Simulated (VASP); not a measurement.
A run of VASP 6.6.1 is set up as follows.

File INCAR:

```
SYSTEM = HfO2
PREC = Accurate
ENCUT = 520
EDIFF = 1E-6
ISMEAR = 0
SIGMA = 0.05
LREAL = .False.
LASPH = .True.
NELM = 60
ALGO = Normal
ISIF = 2
LWAVE = .False.
LCHARG = .False.
GGA = PS
NBANDS = 18
```

File KPOINTS:

```
regular mesh
0
Gamma
  8 8 8
  0 0 0
```

POSCAR

```
HfO2
1.0
    0.0000000000      2.5661033977      2.5661033977
    2.5661033977      0.0000000000      2.5661033977
    2.5661033977      2.5661033977      0.0000000000
Hf O
1 2
Direct
    0.0000000000      0.0000000000      0.0000000000
    0.2500000000      0.2500000000      0.2500000000
    0.7500000000      0.7500000000      0.7500000000
```

Potentials or basis: VASP PAW PBE potentials, release 64 (Hf_pv, O).

Command:

```console
$ cat potpaw_PBE.64/Hf_pv/POTCAR potpaw_PBE.64/O/POTCAR > POTCAR
$ mpirun -np 1 vasp_std > vasp.out
```

Task: What does it give for the pressure?

Result: -15.6 GPa.

Task: Estimate the band gap on the k mesh.

Result: 3.58 eV, direct.

Caveat: the PAW data sets were made with another functional, which shifts forces and pressure a little; spin-orbit coupling is left out, which moves the levels of the heavy elements. A k mesh can miss the band edges.
